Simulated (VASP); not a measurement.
A run of VASP 6.6.1 is set up as follows.

File INCAR:

```
  ALGO = Normal
  EDIFF = 1E-7
  ENCUT = 520
  GGA = PE
  ISIF = 2
  ISMEAR = -1
  LASPH = T
  LCHARG = T
  LELF = T
  LREAL = F
  LVHAR = T
  LWAVE = F
  NBANDS = 16
  NELM = 100
  PREC = Accurate
  SIGMA = 0.02
```

File KPOINTS:

```
k-points
0
Gamma
  12 12 4
```

POSCAR

```
AlN
1.0
    3.1130000000     -0.0778250000     -0.0778250000
   -1.6238985000      2.7348525000     -0.0284860000
   -0.1245250000     -0.1245250000      4.9810000000
Al N
2 2
Direct
    0.3333333333      0.6666666667      0.0000000000
    0.6666666667      0.3333333333      0.5000000000
    0.3333333333      0.6666666667      0.3800000000
    0.6666666667      0.3333333333      0.8800000000
```

Potentials or basis: VASP PAW PBE potentials, release 64 (Al, N).

The run is started by

```bash
$ cat potpaw_PBE.64/Al/POTCAR potpaw_PBE.64/N/POTCAR > POTCAR
$ mpirun -np 1 vasp_std > vasp.out
```

(1) Estimate the pressure.

(2) Predict the band gap on the k mesh.

(3) What does it give for the largest force?

## Answers

(1) 4.3 GPa.

(2) 3.99 eV.

(3) 1.025 eV/Å.

Caveat: the cell stands under pressure; forces of over 1 eV/Å act on the atoms, so gaps and moduli don't describe the material at rest.
